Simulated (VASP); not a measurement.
# W (I4/mmm) in VASP: notebook

W is run at these levels: PBE; tasks: single point.

Everything below comes from runs of VASP 6.6.1. Logs are shortened: lines on timing, memory, paths and dates and some standing lists are left out, and cuts for length are marked.

### 1 The cell of the first run

Symmetry: I4/mmm, No. 139, tetragonal system. Conventional cell: a = 3.115 Å, b = 3.115 Å, c = 3.195 Å, α = 90.00°, β = 90.00°, γ = 90.00°. W (site symmetry 4/mmm) has 14 W at 2.72 to 3.19 Å within 3.6 Å.

### 2 Single point, PBE (strain -0.025 along x and y, +0.000 along z)

INCAR reads:

```
  ALGO = Normal
  EDIFF = 1E-6
  ENCUT = 520
  GGA = PE
  ISIF = 2
  ISMEAR = 0
  LASPH = T
  LCHARG = F
  LREAL = F
  LWAVE = F
  NBANDS = 13
  NELM = 60
  PREC = Accurate
  SIGMA = 0.15
```

KPOINTS reads:

```
k-points
0
Gamma
  20 20 20
```

POSCAR reads:

```
W
1.0
   -1.5573675000      1.5573675000      1.5973000000
    1.5573675000     -1.5573675000      1.5973000000
    1.5573675000      1.5573675000     -1.5973000000
W
1
Direct
    0.0000000000      0.0000000000      0.0000000000
```

Potentials or basis: VASP PAW PBE potentials, release 64 (W_sv).

Command:

```
$ cat potpaw_PBE.64/W_sv/POTCAR > POTCAR
$ mpirun -np 1 vasp_std > vasp.out
```

OUTCAR:

```text
EDIFF = 1E-6
   ENCUT = 520
   GGA = PE
   ISIF = 2
   ISMEAR = 0
   LASPH = T
   LREAL = F
   NELM = 60
   PREC = Accurate

 ion  position               nearest neighbor table
   1  0.000  0.000  0.000-

  LATTYP: Found a body centered tetragonal cell.
 ALAT       =     3.1147350000
 C/A-ratio  =     1.0256410256

  Lattice vectors:

 A1 = (  -1.5573675000,   1.5573675000,   1.5973000000)
 A2 = (   1.5573675000,  -1.5573675000,   1.5973000000)
 A3 = (   1.5573675000,   1.5573675000,  -1.5973000000)

Analysis of symmetry for initial positions (statically):
=====================================================================
 Subroutine PRICEL returns:
 Original cell was already a primitive cell.

 Routine SETGRP: Setting up the symmetry group for a
 body centered tetragonal supercell.

 Subroutine GETGRP returns: Found 16 space group operations
 (whereof 16 operations were pure point group operations)
 out of a pool of 16 trial point group operations.

The static configuration has the point symmetry D_4h.

Analysis of symmetry for dynamics (positions and initial velocities):
=====================================================================
 Subroutine PRICEL returns:
 Original cell was already a primitive cell.

 Routine SETGRP: Setting up the symmetry group for a
 body centered tetragonal supercell.

 Subroutine GETGRP returns: Found 16 space group operations
 (whereof 16 operations were pure point group operations)
 out of a pool of 16 trial point group operations.

The dynamic configuration has the point symmetry D_4h.

 Subroutine INISYM returns: Found 16 space group operations
 (whereof 16 operations are pure point group operations),
 and found     1 'primitive' translations

----------------------------------------------------------------------------------------

                                     Primitive cell

  volume of cell :      15.4963

  direct lattice vectors                    reciprocal lattice vectors
    -1.557367500  1.557367500  1.597300000     0.000000000  0.321054600  0.313028235
     1.557367500 -1.557367500  1.597300000     0.321054600  0.000000000  0.313028235
     1.557367500  1.557367500 -1.597300000     0.321054600  0.321054600  0.000000000

  length of vectors
     2.720690050  2.720690050  2.720690050     0.448400192  0.448400192  0.454039770

  position of ions in fractional coordinates (direct lattice)
     0.000000000  0.000000000  0.000000000

  ion indices of the primitive-cell ions
   primitive index   ion index
                 1           1

----------------------------------------------------------------------------------------

 KPOINTS: k-points

Automatic generation of k-mesh.
 Grid dimensions read from file:
 generate k-points for:   20   20   20

 Generating k-lattice:

  Cartesian coordinates                     Fractional coordinates (reciprocal lattice)
     0.000000000  0.016052730  0.015651412     0.050000000  0.000000000 -0.000000000
     0.016052730  0.000000000  0.015651412     0.000000000  0.050000000 -0.000000000
     0.016052730  0.016052730  0.000000000     0.000000000  0.000000000  0.050000000

  Length of vectors
     0.022420010  0.022420010  0.022701988

  Shift w.r.t. Gamma in fractional coordinates (k-lattice)
     0.000000000  0.000000000  0.000000000

 Subroutine IBZKPT returns following result:
 ===========================================

 Found    641 irreducible k-points:

 Following reciprocal coordinates:
            Coordinates               Weight
  0.000000  0.000000  0.000000      1.000000
  0.050000  0.000000  0.000000      8.000000
  0.100000 -0.000000  0.000000      8.000000
  0.150000 -0.000000  0.000000      8.000000
  0.200000 -0.000000  0.000000      8.000000
  0.250000 -0.000000  0.000000      8.000000
[... 16 lines left out ...]
 -0.400000  0.050000 -0.000000     16.000000
 -0.350000  0.050000 -0.000000     16.000000
 [... further k-points ...]
   k-points           NKPTS =    641   k-points in BZ     NKDIM =    641   number of bands    NBANDS=     13
   number of dos      NEDOS =    301   number of ions     NIONS =      1
   total plane-waves  NPLWV =   8000
   dimension x,y,z NGX =    20 NGY =   20 NGZ =   20
   dimension x,y,z NGXF=    40 NGYF=   40 NGZF=   40
   ions per type =               1
   NGX,Y,Z   is equivalent  to a cutoff of  12.22, 12.22, 12.22 a.u.
   NGXF,Y,Z  is equivalent  to a cutoff of  24.44, 24.44, 24.44 a.u.
 SYSTEM =  unknown system
   PREC   = accura    normal or accurate (medium, high low for compatibility)
   ISTART =      0    job   : 0-new  1-cont  2-samecut
   ICHARG =      2    charge: 1-file 2-atom 10-const
   ISPIN  =      1    spin polarized calculation?
   LNONCOLLINEAR =      F non collinear calculations
   LSORBIT =      F    spin-orbit coupling
   LASPH  =      T    aspherical Exc in radial PAW
   ENCUT  =  520.0 eV  38.22 Ry    6.18 a.u.   5.06  5.06  5.06*2*pi/ulx,y,z
   NELM   =     60;   NELMIN=  2; NELMDL= -5     # of ELM steps
   EDIFF  = 0.1E-05   stopping-criterion for ELM
   LREAL  =      F    real-space projection
   EDIFFG = 0.1E-04   stopping-criterion for IOM
   NSW    =      0    number of steps for IOM
   IBRION =     -1    ionic relax: 0-MD 1-quasi-New 2-CG
   NFREE  =      0    steps in history (QN), initial steepest desc. (CG)
   ISIF   =      2    stress and relaxation
   ISYM   =      2    0-nonsym 1-usesym 2-fastsym
   POTIM  = 0.5000    time-step for ionic-motion
   TEBEG  =    0.0;   TEEND  =   0.0 temperature during run
   PSTRESS=    0.0 pullay stress
   NELECT =      14.0000    total number of electrons
   NUPDOWN=      -1.0000    fix difference up-down
   EMIN   =  10.00;   EMAX   =-10.00  energy-range for DOS
   EFERMI =   0.00;   METHOD = LEGACY
   ISMEAR =     0;   SIGMA  =   0.15  broadening in eV -4-tet -1-fermi 0-gaus
   EFERMI_NEDOS =   21; number of points for ismear=-14 and -15
   IALGO  =     38    algorithm
   IMIX   =      4    mixing-type and parameters
     AMIX     =   0.40;   BMIX     =  1.00
     AMIX_MAG =   1.60;   BMIX_MAG =  1.00
  volume/ion in A,a.u.               =      15.50       104.57
  Fermi-wavevector in a.u.,A,eV,Ry     =   1.582613  2.990704 34.078003  2.504663
  Thomas-Fermi vector in A             =   2.682509
   LORBIT       =      0    0 simple, 1 ext, 2 COOP (PROOUT), +10 PAW based schemes
   GGA     = PE    functional components
   LHFCALC =     F    Hartree Fock is set to
   AEXX    =    0.0000 exact exchange contribution
   IVDW    =     0    specifies the selected vdW correction
   LEPSILON=     F    determine dielectric tensor
   LRPA    =     F    only Hartree local field effects (RPA)
 non-spin polarized calculation
 Gauss-broadening in eV      SIGMA  =   0.15
  energy-cutoff  :      520.00
  volume of cell :       15.50
 maximum number of plane-waves:       434
   NGX = 11   NGY = 11   NGZ = 11

 number of electron      14.0000004 magnetization

 Free energy of the ion-electron system (eV)
  ---------------------------------------------------
  ext. energy  EPLUGINS =         0.00000000
  ---------------------------------------------------
  free energy    TOTEN  =       -12.92456081 eV

  energy without entropy =      -12.92051610  energy(sigma->0) =      -12.92253846

 E-fermi :  11.8137     XC(G=0): -13.7703

 val. band max:       11.8082913211   @ k =  -0.4500   0.4500   0.0500
 cond. band min:      11.8209969769   @ k =  -0.3000   0.3000   0.3000
 fundamental gap:      0.0127056559
 Fermi energy:        11.8136843979

 k-point     1 :       0.0000    0.0000    0.0000
  band No.  band energies     occupation
      1     -62.3824      2.00000
      2     -25.9162      2.00000
      3     -25.9053      2.00000
      4     -25.9053      2.00000
      5       2.0129      2.00000
      6      10.3991      2.00000
      7      10.3991      2.00000
      8      10.7395      2.00000
      9      13.8518      0.00000
     10      14.3114      0.00000
     11      26.0236      0.00000
     12      26.5160      0.00000
     13      26.5160      0.00000

 k-point     2 :       0.0500    0.0000    0.0000
  band No.  band energies     occupation
      1     -62.3789      2.00000
      2     -25.9484      2.00000
      3     -25.9165      2.00000
      4     -25.9101      2.00000
      5       2.1370      2.00000
      6      10.3855      2.00000
      7      10.4001      2.00000
      8      10.7829      2.00000
      9      13.7565      0.00000
     10      14.2769      0.00000
     11      26.2248      0.00000
     12      26.7251      0.00000
     13      26.7374      0.00000

 k-point     3 :       0.1000   -0.0000    0.0000
  band No.  band energies     occupation
      1     -62.3685      2.00000
      2     -26.0543      2.00000
      3     -25.9487      2.00000
      4     -25.9108      2.00000
      5       2.4977      2.00000
      6      10.2554      2.00000
      7      10.3260      2.00000
      8      11.0725      2.00000
      9      13.5097      0.00000
     10      14.2295      0.00000
     11      26.6157      0.00000
     12      27.3370      0.00000
     13      27.4609      0.00000
[... 305 lines left out ...]
 k-point    23 :      -0.4000    0.0500   -0.0000
  band No.  band energies     occupation
      1     -62.2554      2.00000
      2     -27.1070      2.00000
      3     -26.2895      2.00000
      4     -25.9279      2.00000
      5       5.4537      2.00000
      6       8.5068      2.00000
      7      10.7085      2.00000
      8      13.7343      0.00000
      9      14.8478      0.00000
     10      16.4254      0.00000
     11      24.5510      0.00000
     12      24.9635      0.00000
     13      31.5042      0.00000

 k-point    24 :      -0.3500    0.0500   -0.0000
  band No.  band energies     occupation
      1     -62.2739      2.00000
      2     -26.9451      2.00000
      3     -26.2326      2.00000
      4     -25.9279      2.00000
      5       5.2850      2.00000
      6       8.7563      2.00000
      7      10.0528      2.00000
      8      13.5103      0.00000
      9      14.6803      0.00000
     10      15.2362      0.00000
     11      25.4158      0.00000
     12      26.3887      0.00000
     13      33.1215      0.00000

 [... further k-points ...]

------------------------ aborting loop because EDIFF is reached ----------------------------------------

  FORCE on cell =-STRESS in cart. coord.  units (eV):
  Direction    XX          YY          ZZ          XY          YZ          ZX
  --------------------------------------------------------------------------------------
  -------------------------------------------------------------------------------------
  Total        1.6580780      1.6580780      0.7732960      0.0000000      0.0000000     -0.0000000
  in kB      171.4300114    171.4300114     79.9516881      0.0000000      0.0000000     -0.0000000
  external PRESSURE =     140.9372370 kB  Pullay stress =       0.0000000 kB

 VOLUME and BASIS-vectors are now :
 -----------------------------------------------------------------------------
  energy-cutoff  :      520.00
  volume of cell :       15.50
      direct lattice vectors                 reciprocal lattice vectors
    -1.557367500  1.557367500  1.597300000     0.000000000  0.321054600  0.313028235
     1.557367500 -1.557367500  1.597300000     0.321054600  0.000000000  0.313028235
     1.557367500  1.557367500 -1.597300000     0.321054600  0.321054600  0.000000000

 POSITION                                       TOTAL-FORCE (eV/Angst)
 -----------------------------------------------------------------------------------
      0.00000      0.00000      0.00000         0.000000     -0.000000     -0.000000
 -----------------------------------------------------------------------------------
    total drift:                                0.000000     -0.000000      0.000000

  FREE ENERGIE OF THE ION-ELECTRON SYSTEM (eV)
  ---------------------------------------------------
  free  energy   TOTEN  =       -12.9245608116 eV

  energy  without entropy=      -12.9205161046  energy(sigma->0) =      -12.92253846
```

Wall time 43 s (1 thread of Intel Xeon Platinum 8488C (Sapphire Rapids), shared host); peak memory 0.22 GiB.

What came out:

```yaml
Free_energy: -12.9246 eV
Pressure: 14.1 GPa
Band_gap_on_the_k_mesh: zero (bands 7 and 8 overlap by 6.33 eV)
```

Levels at points of the mesh, in eV from the Fermi level:
| k point | band 5 | band 6 | band 7 | band 8 | band 9 | band 10 |
| --- | --- | --- | --- | --- | --- | --- |
| (0.00, 0.00, 0.00) | -9.80 | -1.41 | -1.41 | -1.07 | 2.04 | 2.50 |
| (0.50, 0.00, 0.00) | -6.47 | -3.60 | 0.66 | 1.98 | 3.17 | 6.28 |
| (0.50, 0.50, 0.00) | -6.46 | -3.95 | 0.86 | 2.49 | 3.35 | 6.37 |
| (0.50, 0.50, 0.50) | -6.10 | -6.02 | 5.22 | 5.33 | 5.33 | 7.94 |

Caveat: the cell differs from its parent crystal (strain -0.025 along x and y, +0.000 along z); the stress differs along the axes, from 8 to 17 GPa; spin-orbit coupling is left out, which moves the levels of the heavy elements.

### 3 Single point, PBE (strain +0.000 along x and y, -0.025 along z)

INCAR reads:

```
SYSTEM = W
PREC = Accurate ; ENCUT = 520
EDIFF = 1E-7 ; ISMEAR = 0
SIGMA = 0.15 ; LREAL = .FALSE.
LASPH = .TRUE. ; NELM = 60
ALGO = Fast ; ISIF = 2
LWAVE = .FALSE. ; LCHARG = .TRUE.
GGA = PE ; LELF = .TRUE.
LVHAR = .TRUE. ; NBANDS = 13
```

KPOINTS reads:

```
Automatic mesh
0
G
  20 20 20
  0 0 0
```

POSCAR reads:

```
W
1.0
   -1.5973000000      1.5973000000      1.5573675000
    1.5973000000     -1.5973000000      1.5573675000
    1.5973000000      1.5973000000     -1.5573675000
W
1
Direct
    0.0000000000      0.0000000000      0.0000000000
```

Potentials or basis: VASP PAW PBE potentials, release 64 (W_sv).

Command:

```
$ cat potpaw_PBE.64/W_sv/POTCAR > POTCAR
$ mpirun -np 1 vasp_std > vasp.out
```

Wall time 68 s (1 thread of Intel Xeon Platinum 8488C (Sapphire Rapids), shared host); peak memory 0.23 GiB.

Results (log left out):

* Free energy: -12.9484 eV
* Pressure: 5.3 GPa
* Band gap on the k mesh: zero (bands 7 and 8 overlap by 6.26 eV)

Stress tensor (GPa, compression positive):
```
 2.28  0.00  0.00
 0.00  2.28  0.00
 0.00  0.00 11.36
```

Levels at points of the mesh, in eV from the Fermi level:
```tsv
k point	band 4	band 5	band 6	band 7	band 8	band 9	band 10	band 11
(0.00, 0.00, 0.00)	-37.78	-9.66	-1.48	-1.14	-1.14	1.98	2.44	14.32
(0.50, 0.00, 0.00)	-37.81	-6.29	-3.70	0.70	2.20	3.23	6.10	11.07
(0.50, 0.50, 0.00)	-37.79	-6.30	-3.36	0.50	1.81	2.93	6.04	10.87
(0.50, 0.50, 0.50)	-38.63	-5.89	-5.81	5.07	5.07	5.18	7.96	7.96
```

Caveat: the cell differs from its parent crystal (strain +0.000 along x and y, -0.025 along z); the stress differs along the axes, from 2 to 11 GPa; spin-orbit coupling is left out, which moves the levels of the heavy elements.

### 4 Single point, PBE (strain -0.025 along x and y, +0.025 along z)

INCAR reads:

```
PREC     = Accurate       # precision mode
ENCUT    = 520            # plane-wave cutoff, eV
EDIFF    = 1E-7           # SCF threshold, eV
ISMEAR   = 0              # smearing method
SIGMA    = 0.15           # smearing width, eV
LREAL    = False          # projectors in reciprocal space
LASPH    = True           # aspherical terms in the spheres
NELM     = 60             # most SCF steps
ALGO     = Fast           # electronic algorithm
ISIF     = 2              # what is computed and relaxed
LWAVE    = False          # write WAVECAR
LCHARG   = True           # write CHGCAR
GGA      = PE             # functional
LELF     = True           # ELF
LVHAR    = True         
NBANDS   = 13             # bands
```

KPOINTS reads:

```
regular mesh
0
Gamma
  20 20 20
```

POSCAR reads:

```
W
1.0
   -1.5573675000      1.5573675000      1.6372325000
    1.5573675000     -1.5573675000      1.6372325000
    1.5573675000      1.5573675000     -1.6372325000
W
1
Direct
    0.0000000000      0.0000000000      0.0000000000
```

Command:

```
$ cat potpaw_PBE.64/W_sv/POTCAR > POTCAR
$ mpirun -np 1 vasp_std > vasp.out
```

Run time: 62 s. Hardware: 1 thread of Intel Xeon Platinum 8488C (Sapphire Rapids), shared host; peak memory 0.23 GiB.

Results (log left out):

```yaml
Free_energy: -12.9280 eV
Pressure: 5.8 GPa
Band_gap_on_the_k_mesh: zero (bands 7 and 8 overlap by 5.94 eV)
```

Stress tensor (GPa, compression positive):
```
11.14  0.00  0.00
 0.00 11.14  0.00
 0.00  0.00 -4.88
```

Levels at points of the mesh, in eV from the Fermi level:
```
           k point  band 4  band 5  band 6  band 7  band 8  band 9  band 10  band 11
(0.00, 0.00, 0.00)  -37.77   -9.65   -1.44   -1.44   -0.80    1.77     2.63    13.89
(0.50, 0.00, 0.00)  -37.78   -6.29   -3.34    0.52    1.67    3.14     6.02    10.89
(0.50, 0.50, 0.00)  -37.82   -6.28   -4.01    0.91    2.70    3.41     6.20    11.30
(0.50, 0.50, 0.50)  -38.62   -5.92   -5.77    4.99    5.20    5.20     7.31     8.66
```

Caveat: the cell differs from its parent crystal (strain -0.025 along x and y, +0.025 along z); the stress differs along the axes, from -5 to 11 GPa; spin-orbit coupling is left out, which moves the levels of the heavy elements.

### 5 The runs side by side

| cell | gap on the mesh (eV) | pressure (GPa) |
| --- | --- | --- |
| a = 2.721 Å, angles 110.2, 110.2, 108.1°, 1 atom | none | 14.1 |
| a = 2.744 Å, angles 108.8, 108.8, 110.8°, 1 atom | none | 5.3 |
| a = 2.744 Å, angles 110.8, 110.8, 106.7°, 1 atom | none | 5.8 |

Alike in all rows: task single point; level PBE; potentials or basis VASP PAW PBE potentials, release 64 (W_sv); no spin polarisation; k mesh 20 × 20 × 20; cutoff (eV) 520; smearing gaussian 0.15 eV.

Caveats: spin-orbit coupling is left out, which moves the levels of the heavy elements; the stress differs along the axes, from 8 to 17 GPa (at least some runs); the stress differs along the axes, from 2 to 11 GPa (at least some runs); the stress differs along the axes, from -5 to 11 GPa (at least some runs).

Absolute energies hang on the potentials; compare differences alone.

The gap in the log of VASP goes by the Fermi energy; the results here count the filled bands.